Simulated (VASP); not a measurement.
# HfVAs (P4/nmm) in VASP: single point with r2SCAN

Aim: the single point of HfVAs with r2SCAN.

All numbers are computed with VASP 6.6.1; they aren't measurements. Logs are shortened: lines on timing, memory, paths and dates and some standing lists are left out, and cuts for length are marked.

### Step 1. The cell of the first run

The structure is tetragonal, space group P4/nmm (No. 129). The conventional cell has a = 3.880 Å, b = 3.880 Å, c = 7.573 Å, α = 90.00°, β = 90.00°, γ = 90.00°. Within 3.6 Å of V (site symmetry -4m2) lie 4 As at 2.74 Å and 4 V at 2.74 Å and 4 Hf at 3.35 Å. Hf (site symmetry 4mm) has 5 As at 2.86 to 2.92 Å and 4 V at 3.35 Å and 8 Hf at 3.47 to 3.88 Å within 3.9 Å. Within 3.6 Å of As (site symmetry 4mm) lie 4 V at 2.74 Å and 5 Hf at 2.86 to 2.92 Å.

### Step 2. Single point, r2SCAN

The input, POSCAR:

```
HfVAs
1.0
    3.8799570000      0.0000000000      0.0000000000
    0.0000000000      3.8799570000      0.0000000000
    0.0000000000      0.0000000000      7.5730040000
V Hf As
2 2 2
Direct
    0.0000000000      0.0000000000      0.0000000000
    0.5000000000      0.5000000000      0.0000000000
    0.5000000000      0.0000000000      0.6400000000
    0.0000000000      0.5000000000      0.3600000000
    0.5000000000      0.0000000000      0.2550000000
    0.0000000000      0.5000000000      0.7450000000
```

The input, INCAR.step1:

```
SYSTEM = HfVAs
PREC = Accurate
ENCUT = 520
ISMEAR = -1
SIGMA = 0.1
LREAL = .False.
LASPH = .True.
NELM = 60
NBANDS = 37
GGA = PE
ALGO = Normal
EDIFF = 1E-4
LWAVE = .True.
LCHARG = .False.
```

The input, INCAR.step2:

```
SYSTEM = HfVAs
PREC = Accurate
ENCUT = 520
EDIFF = 1E-6
ISMEAR = -1
SIGMA = 0.1
LREAL = .False.
LASPH = .True.
NELM = 60
ALGO = Normal
ISIF = 2
LWAVE = .False.
LCHARG = .True.
METAGGA = R2SCAN
LMIXTAU = .True.
LELF = .True.
LVHAR = .True.
NBANDS = 37
ISTART = 1
```

The input, KPOINTS:

```
regular mesh
0
Gamma
  9 9 5
  0 0 0
```

Potentials or basis: VASP PAW PBE potentials, release 64 (V_sv, Hf_pv, As).

Launch:

```bash
cat potpaw_PBE.64/V_sv/POTCAR potpaw_PBE.64/Hf_pv/POTCAR potpaw_PBE.64/As/POTCAR > POTCAR
cp INCAR.step1 INCAR
mpirun -np 1 vasp_std > vasp.out
cp INCAR.step2 INCAR
mpirun -np 1 vasp_std > vasp.out
```

OUTCAR:

```text
SYSTEM = HfVAs
   PREC = Accurate
   ENCUT = 520
   EDIFF = 1E-6
   ISMEAR = -1
   LREAL = .False.
   LASPH = .True.
   NELM = 60
   ISIF = 2
   METAGGA = R2SCAN
   ISTART = 1

 ion  position               nearest neighbor table
   1  0.000  0.000  0.000-   5 2.74   6 2.74   6 2.74   5 2.74   2 2.74   2 2.74   2 2.74   2 2.74
                             3 3.35   3 3.35   4 3.35   4 3.35
   2  0.500  0.500  0.000-   5 2.74   6 2.74   5 2.74   6 2.74   1 2.74   1 2.74   1 2.74   1 2.74
                             3 3.35   4 3.35   3 3.35   4 3.35
   3  0.500  0.000  0.640-   6 2.86   6 2.86   6 2.86   6 2.86   5 2.92   1 3.35   1 3.35   2 3.35
                             2 3.35   4 3.47   4 3.47   4 3.47   4 3.47
   4  0.000  0.500  0.360-   5 2.86   5 2.86   5 2.86   5 2.86   6 2.92   1 3.35   2 3.35   2 3.35
                             1 3.35   3 3.47   3 3.47   3 3.47   3 3.47
   5  0.500  0.000  0.255-   1 2.74   2 2.74   2 2.74   1 2.74   4 2.86   4 2.86   4 2.86   4 2.86
                             3 2.92
   6  0.000  0.500  0.745-   1 2.74   2 2.74   1 2.74   2 2.74   3 2.86   3 2.86   3 2.86   3 2.86
                             4 2.92

  LATTYP: Found a simple tetragonal cell.
 ALAT       =     3.8799570000
 C/A-ratio  =     1.9518267857

  Lattice vectors:

 A1 = (   3.8799570000,   0.0000000000,   0.0000000000)
 A2 = (   0.0000000000,   3.8799570000,   0.0000000000)
 A3 = (   0.0000000000,   0.0000000000,   7.5730040000)

Analysis of symmetry for initial positions (statically):
=====================================================================
 Subroutine PRICEL returns:
 Original cell was already a primitive cell.

 Routine SETGRP: Setting up the symmetry group for a
 simple tetragonal supercell.

 Subroutine GETGRP returns: Found 16 space group operations
 (whereof  8 operations were pure point group operations)
 out of a pool of 16 trial point group operations.

The static configuration has the point symmetry D_2d.
 The point group associated with its full space group is D_4h.

Analysis of symmetry for dynamics (positions and initial velocities):
=====================================================================
 Subroutine PRICEL returns:
 Original cell was already a primitive cell.

 Routine SETGRP: Setting up the symmetry group for a
 simple tetragonal supercell.

 Subroutine GETGRP returns: Found 16 space group operations
 (whereof  8 operations were pure point group operations)
 out of a pool of 16 trial point group operations.

The dynamic configuration has the point symmetry D_2d.
 The point group associated with its full space group is D_4h.
[... 111 lines left out ...]
   IBRION =     -1    ionic relax: 0-MD 1-quasi-New 2-CG
   NFREE  =      0    steps in history (QN), initial steepest desc. (CG)
   ISIF   =      2    stress and relaxation
   ISYM   =      2    0-nonsym 1-usesym 2-fastsym
   POTIM  = 0.5000    time-step for ionic-motion
   TEBEG  =    0.0;   TEEND  =   0.0 temperature during run
   PSTRESS=    0.0 pullay stress
   NELECT =      56.0000    total number of electrons
   NUPDOWN=      -1.0000    fix difference up-down
   EMIN   =  10.00;   EMAX   =-10.00  energy-range for DOS
   EFERMI =   0.00;   METHOD = LEGACY
   ISMEAR =    -1;   SIGMA  =   0.10  broadening in eV -4-tet -1-fermi 0-gaus
   EFERMI_NEDOS =   21; number of points for ismear=-14 and -15
   IALGO  =     38    algorithm
   IMIX   =      4    mixing-type and parameters
     AMIX     =   0.40;   BMIX     =  1.00
     AMIX_MAG =   1.60;   BMIX_MAG =  1.00
  volume/ion in A,a.u.               =      19.00       128.22
  Fermi-wavevector in a.u.,A,eV,Ry     =   1.291705  2.440969 22.701362  1.668503
  Thomas-Fermi vector in A             =   2.423459
   LORBIT       =      0    0 simple, 1 ext, 2 COOP (PROOUT), +10 PAW based schemes
   METAGGA = R2SCAN    functional components
   LHFCALC =     F    Hartree Fock is set to
   AEXX    =    0.0000 exact exchange contribution
   IVDW    =     0    specifies the selected vdW correction
   LEPSILON=     F    determine dielectric tensor
   LRPA    =     F    only Hartree local field effects (RPA)
 non-spin polarized calculation
  energy-cutoff  :      520.00
  volume of cell :      114.00
 maximum number of plane-waves:      3088
 NGX is ok and might be reduce to    30
   NGX = 15   NGY = 15   NGZ = 29

 number of electron      55.9999997 magnetization

 Free energy of the ion-electron system (eV)
  ---------------------------------------------------
  ext. energy  EPLUGINS =         0.00000000
  ---------------------------------------------------
  free energy    TOTEN  =      -151.91949916 eV

  energy without entropy =     -151.78355417  energy(sigma->0) =     -151.85152667

 E-fermi :   6.8093     XC(G=0): -12.1077

 val. band max:        6.8054042501   @ k =   0.2222   0.0000   0.2000
 cond. band min:       6.8151034734   @ k =   0.4444   0.1111   0.4000
 fundamental gap:      0.0096992233
 Fermi energy:         6.8092932058

 k-point     1 :       0.0000    0.0000    0.0000
  band No.  band energies     occupation
      1     -60.3236      2.00000
      2     -60.2301      2.00000
      3     -33.1370      2.00000
      4     -33.1286      2.00000
      5     -33.1286      2.00000
      6     -33.0472      2.00000
[... 949 lines left out ...]
     36       9.1941      0.00000
     37       9.2363      0.00000

 [... further k-points ...]

------------------------ aborting loop because EDIFF is reached ----------------------------------------

  FORCE on cell =-STRESS in cart. coord.  units (eV):
  Direction    XX          YY          ZZ          XY          YZ          ZX
  --------------------------------------------------------------------------------------
  -------------------------------------------------------------------------------------
  Total      -14.4199671    -14.4199671    -14.5037969      0.0000000      0.0000000      0.0000000
  in kB     -202.6529080   -202.6529080   -203.8310219      0.0000000      0.0000000      0.0000000
  external PRESSURE =    -203.0456126 kB  Pullay stress =       0.0000000 kB

 VOLUME and BASIS-vectors are now :
 -----------------------------------------------------------------------------
  energy-cutoff  :      520.00
  volume of cell :      114.00
      direct lattice vectors                 reciprocal lattice vectors
     3.879957000  0.000000000  0.000000000     0.257734815  0.000000000  0.000000000
     0.000000000  3.879957000  0.000000000     0.000000000  0.257734815  0.000000000
     0.000000000  0.000000000  7.573004000     0.000000000  0.000000000  0.132047996

 POSITION                                       TOTAL-FORCE (eV/Angst)
 -----------------------------------------------------------------------------------
      0.00000      0.00000      0.00000        -0.000000      0.000000      0.000000
      1.93998      1.93998      0.00000         0.000000     -0.000000      0.000000
      1.93998      0.00000      4.84672        -0.000000     -0.000000      0.203275
      0.00000      1.93998      2.72628        -0.000000      0.000000     -0.203275
      1.93998      0.00000      1.93112         0.000000     -0.000000     -0.310887
      0.00000      1.93998      5.64189        -0.000000      0.000000      0.310887
 -----------------------------------------------------------------------------------
    total drift:                                0.000000      0.000000      0.000000

  FREE ENERGIE OF THE ION-ELECTRON SYSTEM (eV)
  ---------------------------------------------------
  free  energy   TOTEN  =      -151.9194991615 eV

  energy  without entropy=     -151.7835541719  energy(sigma->0) =     -151.85152667
```

OSZICAR.step1:

```text
N       E                     dE             d eps       ncg     rms          rms(c)
DAV:   1     0.498844946914E+03    0.49884E+03   -0.29793E+04  3434   0.150E+03
DAV:   2    -0.205849591222E+02   -0.51943E+03   -0.50547E+03  3461   0.440E+02
DAV:   3    -0.541633558546E+02   -0.33578E+02   -0.32626E+02  4446   0.956E+01
DAV:   4    -0.551743174255E+02   -0.10110E+01   -0.10008E+01  4308   0.145E+01
DAV:   5    -0.551938239589E+02   -0.19507E-01   -0.19439E-01  4422   0.207E+00    0.562E+01
DAV:   6    -0.552424892154E+02   -0.48665E-01   -0.53156E+01  4285   0.368E+01    0.272E+01
DAV:   7    -0.602730110014E+02   -0.50305E+01   -0.15407E+02  4766   0.530E+01    0.424E+01
DAV:   8    -0.519427965017E+02    0.83302E+01   -0.42290E+01  4250   0.175E+01    0.208E+01
DAV:   9    -0.507375185746E+02    0.12053E+01   -0.65599E+00  4599   0.126E+01    0.284E+00
DAV:  10    -0.507353422483E+02    0.21763E-02   -0.35777E-01  4451   0.210E+00    0.186E+00
DAV:  11    -0.507336335119E+02    0.17087E-02   -0.19542E-01  4342   0.212E+00    0.935E-01
DAV:  12    -0.507277519634E+02    0.58815E-02   -0.22453E-02  4163   0.721E-01    0.358E-01
DAV:  13    -0.507271932003E+02    0.55876E-03   -0.33826E-03  4223   0.226E-01    0.185E-01
DAV:  14    -0.507271010484E+02    0.92152E-04   -0.14619E-03  4260   0.208E-01    0.750E-02
DAV:  15    -0.507270743338E+02    0.26715E-04   -0.11374E-04  2526   0.676E-02
   1 F= -.50727074E+02 E0= -.50647458E+02  d E =-.159233E+00
```

It took 22 min on 1 thread of AMD EPYC 7R13, shared host; peak memory 0.32 GiB.

What came out:

| Property | Result |
| --- | --- |
| Free energy | -151.9195 eV |
| Pressure | -20.3 GPa |
| Largest force | 0.311 eV/Å |
| Band gap on the k mesh | zero (bands 28 and 29 overlap by 0.47 eV) |

Forces on the atoms (eV/Å):
```
V    0.000  0.000  0.000
V    0.000  0.000  0.000
Hf   0.000  0.000  0.203
Hf   0.000  0.000 -0.203
As   0.000  0.000 -0.311
As   0.000  0.000  0.311
```

Caveat: the cell stands under tension; the PAW data sets were made with another functional, which shifts forces and pressure a little; spin-orbit coupling is left out, which moves the levels of the heavy elements.
